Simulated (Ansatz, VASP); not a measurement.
Two plane-wave programs on BN

Contents of POSCAR:

```
BN
1.0
    2.5539396017      0.0000000000      0.0000000000
   -1.2769698009      2.2117765748      0.0000000000
    0.0000000000      0.0000000000      3.8887066000
B N
2 2
Direct
    0.6666666667      0.3333333333      0.9997240000
    0.3333333333      0.6666666667      0.4997240000
    0.6666666667      0.3333333333      0.6252760000
    0.3333333333      0.6666666667      0.1252760000
```

File INCAR.step1:

```
ALGO = Normal
EDIFF = 1E-4
ENCUT = 520
GGA = PE
ISMEAR = 0
LASPH = True
LCHARG = False
LREAL = False
LWAVE = True
NBANDS = 16
NELM = 60
PREC = Accurate
SIGMA = 0.05
```

The input INCAR.step2:

```
ALGO = Normal
EDIFF = 1E-7
ENCUT = 520
ISIF = 2
ISMEAR = 0
ISTART = 1
LASPH = True
LCHARG = False
LMIXTAU = True
LREAL = False
LWAVE = False
METAGGA = R2SCAN
NBANDS = 16
NELM = 60
PREC = Accurate
SIGMA = 0.05
```

The input KPOINTS:

```
k-points
0
Gamma
  12 12 6
```

Input for Ansatz:

```yaml
crystal:
  lattice:
    - [2.5539396017, 0.0, 0.0]
    - [-1.2769698009, 2.2117765748, 0.0]
    - [0.0, 0.0, 3.8887066]
  atoms:
    - { symbol: B, position: [0.6666666667, 0.3333333333, 0.999724] }
    - { symbol: B, position: [0.3333333333, 0.6666666667, 0.499724] }
    - { symbol: "N", position: [0.6666666667, 0.3333333333, 0.625276] }
    - { symbol: "N", position: [0.3333333333, 0.6666666667, 0.125276] }
basis:
  ecutwfc: 500
kpoints:
  mp_grid: { grid: [12, 12, 6] }
hamiltonian:
  xc: r2scan
scf:
  occupations: { method: gaussian, width: 0.05 }
output:
  forces: true
  stress: true
  eigenvalues: true
```

Change from the starting cell: strain +0.000 along x and y, -0.080 along z, atoms carried along.

Alike in both runs: task single point; functional r2SCAN; k mesh 12 × 12 × 6; occupations gaussian, width 0.05 eV; no spin polarisation.

|  | VASP | Ansatz |
| --- | --- | --- |
| version | VASP 6.6.1 | Ansatz 0.2.0 |
| potentials or method | VASP PAW PBE potentials, release 64 (B, N), cutoff 520 eV | scalar-relativistic, plane waves, PAW |
| valence electrons in the cell | 16 | 16 |

```tsv
	VASP	Ansatz	Ansatz less VASP
gap on the k mesh at the Fermi level (eV)	5.91	5.95	+0.040
least direct gap on the mesh (eV)	8.51	8.54	+0.026
pressure (GPa)	37.7	36.3	-1.42
traceless stress, the component that is largest in VASP (GPa)	70.15	69.82	-0.328
rms of the force components (eV/Å)	0.403	0.396	-0.0070
```

VASP's potentials were made for PBE, not for r2SCAN. Atom by atom the forces differ by 0.007 eV/Å (rms over components). Both programs put the cell under a high pressure, so it lies far from rest at this level. The functional is the same, so the differences come from potentials, cutoffs and numerics.
